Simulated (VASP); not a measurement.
Input of a VASP 6.6.1 run:

Contents of INCAR:

```
SYSTEM = SrO
ALGO = Normal ; EDIFF = 1E-6
ENCUT = 600 ; GGA = PS
GGA_COMPAT = .False. ; ISIF = 2
ISMEAR = 0 ; LASPH = .True.
LCHARG = .False. ; LREAL = .False.
LWAVE = .False. ; NBANDS = 15
NELM = 120 ; PREC = Accurate
SIGMA = 0.01
```

The input KPOINTS:

```
k-points
0
Gamma
  6 6 6
  0 0 0
```

The input POSCAR:

```
SrO
1.0
    0.0000000000      2.5612016552      2.5612016552
    2.5612016552      0.0000000000      2.5612016552
    2.5612016552      2.5612016552      0.0000000000
Sr O
1 1
Direct
    0.0000000000      0.0000000000      0.0000000000
    0.5000000000      0.5000000000      0.5000000000
```

Potentials or basis: VASP PAW PBE potentials, release 64 (Sr_sv, O).

Command:

```bash
$ cat potpaw_PBE.64/Sr_sv/POTCAR potpaw_PBE.64/O/POTCAR > POTCAR
$ mpirun -np 1 vasp_std > vasp.out
```

(1) What does it give for the pressure?

(2) Predict the band gap on the k mesh.

Answers

(1) 0.6 GPa.

(2) 3.15 eV, indirect (least direct gap 3.23 eV).

Caveat: the PAW data sets were made with another functional, which shifts forces and pressure a little.
